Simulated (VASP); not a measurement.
TiC:

```xyz
2
Lattice="0.0000 2.1593 2.1593 2.1593 0.0000 2.1593 2.1593 2.1593 0.0000" Properties=species:S:1:pos:R:3 pbc="T T T"
Ti    0.0000    0.0000    0.0000
C     2.1593    2.1593    2.1593
```

```yaml
Program: VASP 6.6.1
Task: relaxation of cell and atoms
Functional: PBEsol
Potentials_or_basis: VASP PAW PBE potentials, release 64 (Ti_sv, C)
Cutoff: 600 eV
k_mesh: 12 × 12 × 12
Occupations: fermi-dirac, width 0.05 eV
Spin: no spin polarisation
```

At the start: pressure -4.4 GPa; volume 10.07 Å³/atom.

Problem. How do energy, volume and symmetry change on relaxing?

Solution. Over 3 steps the energy falls by 2.4 meV/atom and the volume is 9.90 Å³/atom (-1.7 %); space group Fm-3m (No. 225, to 0.05 Å).

Step by step:
| step | energy change (eV) | largest force (eV/Å) | pressure (GPa) | volume (Å³) |
| --- | --- | --- | --- | --- |
| 1 | 0.0000 | 0.0000 | -4.38 | 20.14 |
| 2 | 0.0041 | 0.0000 | 6.40 | 19.34 |
| 3 | -0.0047 | 0.0000 | -0.02 | 19.80 |

Final structure:
```yaml
crystal:
  lattice:
    - [0.00000, 2.14712, 2.14712]
    - [2.14712, 0.00000, 2.14712]
    - [2.14712, 2.14712, 0.00000]
  atoms:
    - { symbol: Ti, position: [0.00000, 0.00000, 0.00000] }
    - { symbol: C, position: [0.50000, 0.50000, 0.50000] }
```

Caveat: the PAW data sets were made with another functional, which shifts forces and pressure a little.
